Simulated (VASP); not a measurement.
# Sn3GeO (Pm-3m) in VASP: notebook, part 2 of 2

VASP 6.6.1.

## 4. Relaxation of cell and atoms, PBE

INCAR reads:

```
SYSTEM = Sn3GeO
PREC     = Accurate       ! precision mode
ENCUT    = 600            ! plane-wave cutoff, eV
EDIFF    = 1E-7           ! SCF threshold, eV
ISMEAR   = 0              ! smearing method
SIGMA    = 0.1            ! smearing width, eV
LREAL    = .False.        ! projectors in reciprocal space
LASPH    = .True.         ! aspherical terms in the spheres
NELM     = 100            ! most SCF steps
ALGO     = Normal         ! electronic algorithm
ISIF     = 3              ! what is computed and relaxed
LWAVE    = .False.        ! write WAVECAR
LCHARG   = .False.        ! write CHGCAR
GGA      = PE             ! functional
IBRION   = 2              ! ionic algorithm
NSW      = 100            ! ionic steps
EDIFFG   = -0.01          ! ionic threshold
```

KPOINTS reads:

```
Automatic mesh
0
Gamma
  8 8 8
  0 0 0
```

POSCAR reads:

```
Sn3GeO
1.0
    4.8889525300      0.0000000000      0.0000000000
    0.0000000000      4.8889525300      0.0000000000
    0.0000000000      0.0000000000      4.8889525300
Sn Ge O
3 1 1
Direct
    0.0000000000      0.5000000000      0.5000000000
    0.5000000000      0.0000000000      0.5000000000
    0.5000000000      0.5000000000      0.0000000000
    0.0000000000      0.0000000000      0.0000000000
    0.5000000000      0.5000000000      0.5000000000
```

Potentials or basis: VASP PAW PBE potentials, release 64 (Sn_d, Ge_d, O).

Run with:

```console
$ cat potpaw_PBE.64/Sn_d/POTCAR potpaw_PBE.64/Ge_d/POTCAR potpaw_PBE.64/O/POTCAR > POTCAR
$ mpirun -np 1 vasp_std > vasp.out
```

OUTCAR:

```text
SYSTEM = Sn3GeO
   PREC = Accurate
   ENCUT = 600
   EDIFF = 1E-7
   ISMEAR = 0
   LREAL = .False.
   LASPH = .True.
   NELM = 100
   ISIF = 3
   GGA = PE
   IBRION = 2
   NSW = 100
   EDIFFG = -0.01

 ion  position               nearest neighbor table
   1  0.000  0.500  0.500-   5 2.44   5 2.44   2 3.46   3 3.46   2 3.46   2 3.46   3 3.46   3 3.46
                             3 3.46   2 3.46
   2  0.500  0.000  0.500-   5 2.44   5 2.44   1 3.46   3 3.46   1 3.46   3 3.46   3 3.46   3 3.46
                             1 3.46   1 3.46
   3  0.500  0.500  0.000-   5 2.44   5 2.44   1 3.46   1 3.46   2 3.46   2 3.46   2 3.46   2 3.46
                             1 3.46   1 3.46
   4  0.000  0.000  0.000-
   5  0.500  0.500  0.500-   1 2.44   2 2.44   3 2.44   3 2.44   2 2.44   1 2.44

  LATTYP: Found a simple cubic cell.
 ALAT       =     4.8889525300

  Lattice vectors:

 A1 = (   4.8889525300,   0.0000000000,   0.0000000000)
 A2 = (   0.0000000000,   4.8889525300,   0.0000000000)
 A3 = (   0.0000000000,   0.0000000000,   4.8889525300)

Analysis of symmetry for initial positions (statically):
=====================================================================
 Subroutine PRICEL returns:
 Original cell was already a primitive cell.

 Routine SETGRP: Setting up the symmetry group for a
 simple cubic supercell.

 Subroutine GETGRP returns: Found 48 space group operations
 (whereof 48 operations were pure point group operations)
 out of a pool of 48 trial point group operations.

The static configuration has the point symmetry O_h .

Analysis of symmetry for dynamics (positions and initial velocities):
=====================================================================
 Subroutine PRICEL returns:
 Original cell was already a primitive cell.

 Routine SETGRP: Setting up the symmetry group for a
 simple cubic supercell.

 Subroutine GETGRP returns: Found 48 space group operations
 (whereof 48 operations were pure point group operations)
 out of a pool of 48 trial point group operations.

The dynamic configuration has the point symmetry O_h .
[... 134 lines left out ...]
   LEPSILON=     F    determine dielectric tensor
   LRPA    =     F    only Hartree local field effects (RPA)
 conjugate gradient relaxation of ions
 non-spin polarized calculation
 Gauss-broadening in eV      SIGMA  =   0.10
  energy-cutoff  :      600.00
  volume of cell :      116.86
 maximum number of plane-waves:      3948
 NGX is ok and might be reduce to    40
   NGX = 19   NGY = 19   NGZ = 19

--------------------------------------- Ionic step        1  -------------------------------------------

 number of electron      61.9999989 magnetization

 Free energy of the ion-electron system (eV)
  ---------------------------------------------------
  ext. energy  EPLUGINS =         0.00000000
  ---------------------------------------------------
  free energy    TOTEN  =       -21.78008073 eV

  energy without entropy =      -21.77145480  energy(sigma->0) =      -21.77576776

------------------------ aborting loop because EDIFF is reached ----------------------------------------

  FORCE on cell =-STRESS in cart. coord.  units (eV):
  Direction    XX          YY          ZZ          XY          YZ          ZX
  --------------------------------------------------------------------------------------
  -------------------------------------------------------------------------------------
  Total       -0.8670935     -0.8670935     -0.8670935      0.0000000      0.0000000     -0.0000000
  in kB      -11.8885545    -11.8885545    -11.8885545      0.0000000      0.0000000     -0.0000000
  external PRESSURE =     -11.8885545 kB  Pullay stress =       0.0000000 kB
[... 65 lines left out ...]
--------------------------------------- Ionic step        3  -------------------------------------------

 number of electron      62.0000015 magnetization

 Free energy of the ion-electron system (eV)
  ---------------------------------------------------
  ext. energy  EPLUGINS =         0.00000000
  ---------------------------------------------------
  free energy    TOTEN  =       -21.78938514 eV

  energy without entropy =      -21.78059322  energy(sigma->0) =      -21.78498918

 E-fermi :   6.9659     XC(G=0): -10.3051

 val. band max:        6.9617679153   @ k =   0.5000   0.1250   0.0000
 cond. band min:       7.0047577387   @ k =   0.5000   0.0000   0.0000
 fundamental gap:      0.0429898235
 Fermi energy:         6.9658944560

 k-point     1 :       0.0000    0.0000    0.0000
  band No.  band energies     occupation
      1     -17.6194      2.00000
      2     -17.6194      2.00000
      3     -17.6194      2.00000
      4     -17.6183      2.00000
      5     -17.6183      2.00000
      6     -15.0162      2.00000
[... 949 lines left out ...]
     36      10.8260      0.00000
     37      11.2415      0.00000

 [... further k-points ...]

------------------------ aborting loop because EDIFF is reached ----------------------------------------

  FORCE on cell =-STRESS in cart. coord.  units (eV):
  Direction    XX          YY          ZZ          XY          YZ          ZX
  --------------------------------------------------------------------------------------
  -------------------------------------------------------------------------------------
  Total        0.0028280      0.0028280      0.0028280     -0.0000000     -0.0000000     -0.0000000
  in kB        0.0396091      0.0396091      0.0396091     -0.0000000     -0.0000000     -0.0000000
  external PRESSURE =       0.0396091 kB  Pullay stress =       0.0000000 kB
[... 20 lines left out ...]
  FREE ENERGIE OF THE ION-ELECTRON SYSTEM (eV)
  ---------------------------------------------------
  free  energy   TOTEN  =       -21.7893851404 eV

  energy  without entropy=      -21.7805932232  energy(sigma->0) =      -21.78498918

 reached required accuracy - stopping structural energy minimisation
```

Wall time 8 min (1 thread of Intel Xeon Platinum 8259CL at 2.50GHz (Skylake/Cascade Lake), shared host); peak memory 0.35 GiB.

What came out:

* Free energy: -21.7894 eV
* Relaxed volume: 22.88 Å³/atom
* Relaxed cell: a = 4.854 Å, b = 4.854 Å, c = 4.854 Å, α = 90.00°, β = 90.00°, γ = 90.00°
* Space group after relaxing (to 0.05 Å): Pm-3m (No. 221)
* Energy gained by relaxing: 1.9 meV/atom
* Ionic steps: 3
* Pressure after relaxing: 0.0 GPa
* Band gap on the k mesh: zero (band 31 reaches 7.23 eV, above the bottom of band 32 at 6.40 eV)

Step by step:
```tsv
step	energy change (eV)	largest force (eV/Å)	pressure (GPa)	volume (Å³)
1	0.0000	0.0000	-1.19	116.86
2	-0.0090	0.0000	0.23	113.95
3	-0.0093	0.0000	0.00	114.39
```

Final structure:
```yaml
crystal:
  lattice:
    - [4.85433, 0.00000, 0.00000]
    - [0.00000, 4.85433, 0.00000]
    - [0.00000, 0.00000, 4.85433]
  atoms:
    - { symbol: Sn, position: [0.00000, 0.50000, 0.50000] }
    - { symbol: Sn, position: [0.50000, 0.00000, 0.50000] }
    - { symbol: Sn, position: [0.50000, 0.50000, 0.00000] }
    - { symbol: Ge, position: [0.00000, 0.00000, 0.00000] }
    - { symbol: O, position: [0.50000, 0.50000, 0.50000] }
```

Levels at points of the mesh, in eV from the Fermi level:
```csv
k point,band 29,band 30,band 31,band 32,band 33,band 34
"(0.00, 0.00, 0.00)",-1.61,-1.61,-1.61,2.17,2.17,2.17
"(0.50, 0.00, 0.00)",-1.55,-1.55,0.04,0.70,0.70,1.45
"(0.50, 0.50, 0.00)",-1.31,-0.04,-0.04,-0.03,0.15,0.15
"(0.50, 0.50, 0.50)",-1.67,-1.67,-1.67,-0.56,4.43,4.43
```

Caveat: spin-orbit coupling is left out, which moves the levels of the heavy elements.

## 5. The runs side by side

```tsv
task	cell	k mesh	cutoff (eV)	gap on the mesh (eV)	pressure (GPa)
single point	a = 4.889 Å, 5 atoms	4 × 4 × 4	520	none	-1.1
single point	a = 4.856 Å, 5 atoms	8 × 8 × 8	520	none	-0.1
relaxation of cell and atoms	relaxed from a = 4.889 Å, 5 atoms	8 × 8 × 8	600	none	0.0
```

Alike in all rows: level PBE; potentials or basis VASP PAW PBE potentials, release 64 (Sn_d, Ge_d, O); no spin polarisation; smearing gaussian 0.1 eV.

Caveats: spin-orbit coupling is left out, which moves the levels of the heavy elements.

Absolute energies hang on the potentials; compare differences alone.
